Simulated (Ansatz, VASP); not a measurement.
# Al: VASP beside Ansatz

```
Al
1.0
     2.96940    0.00000    0.00000
    -1.48470    2.57158    0.00000
     0.00000    0.00000    4.86090
Al
2
Direct
  0.66667 0.33333 0.75000
  0.33333 0.66667 0.25000
```

Alike in both runs: task single point; functional PBEsol; k mesh 18 × 18 × 10; occupations gaussian, width 0.15 eV; no spin polarisation.

```csv
,VASP,Ansatz
version,VASP 6.6.1,Ansatz 0.2.0
potentials or method,"VASP PAW PBE potentials, release 64 (Al), cutoff 520 eV","scalar-relativistic, plane waves, PAW"
valence electrons in the cell,6,6
```

```tsv
	VASP	Ansatz	Ansatz less VASP
gap on the k mesh at the Fermi level (eV)	none	none	-
pressure (GPa)	-7.6	-7.6	-0.04
```

VASP's potentials were made for PBE, not for PBEsol, and Ansatz warns of the same on its side. A gap of «none» marks a metal or a gap that the smearing closes.
